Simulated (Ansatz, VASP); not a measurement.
**One calculation of SiC, two programs**

File INCAR:

```
SYSTEM = SiC
PREC = Accurate
ENCUT = 520
EDIFF = 1E-7
ISMEAR = 0
SIGMA = 0.05
LREAL = .FALSE.
LASPH = .TRUE.
NELM = 100
ALGO = Normal
ISIF = 2
LWAVE = .FALSE.
LCHARG = .TRUE.
GGA = PE
LELF = .TRUE.
LVHAR = .TRUE.
NBANDS = 11
```

File KPOINTS:

```
regular mesh
0
G
  12 12 12
  0 0 0
```

Contents of POSCAR:

```
SiC
1.0
    0.0000000000      2.2821289536      2.2821289536
    2.2821289536      0.0000000000      2.2821289536
    2.2340521037      2.2340521037      0.0480768500
Si C
1 1
Direct
    0.0000000000      0.0000000000      0.0000000000
    0.7500000000      0.7500000000      0.7500000000
```

Input for Ansatz:

```yaml
crystal:
  lattice:
    - [0.0, 2.2821289536, 2.2821289536]
    - [2.2821289536, 0.0, 2.2821289536]
    - [2.2340521037, 2.2340521037, 0.04807685]
  atoms:
    - { symbol: Si, position: [0.0, 0.0, 0.0] }
    - { symbol: C, position: [0.75, 0.75, 0.75] }
basis:
  ecutwfc: 520.0
kpoints:
  mp_grid: { grid: [12, 12, 12] }
hamiltonian:
  xc: pbe
scf:
  occupations: { method: gaussian, width: 0.05 }
output:
  forces: true
  stress: true
  eigenvalues: true
```

Alike in both runs: task single point; functional PBE; k mesh 12 × 12 × 12; occupations gaussian, width 0.05 eV; no spin polarisation.

```csv
,VASP,Ansatz
version,VASP 6.6.1,Ansatz 0.2.0
potentials or method,"VASP PAW PBE potentials, release 64 (Si, C), cutoff 520 eV","scalar-relativistic, plane waves, PAW"
valence electrons in the cell,8,8
```

```csv
,VASP,Ansatz,Ansatz less VASP
gap on the k mesh at the Fermi level (eV),1.35,1.35,+0.003
least direct gap on the mesh (eV),4.25,4.25,+0.002
pressure (GPa),-16.0,-16.0,0.00
"traceless stress, the component that is largest in VASP (GPa)",4.49,4.47,-0.019
rms of the force components (eV/Å),0.096,0.096,-0.0001
```

Atom by atom the forces differ by 0.000 eV/Å (rms over components). The functional is the same, so the differences come from potentials, cutoffs and numerics.
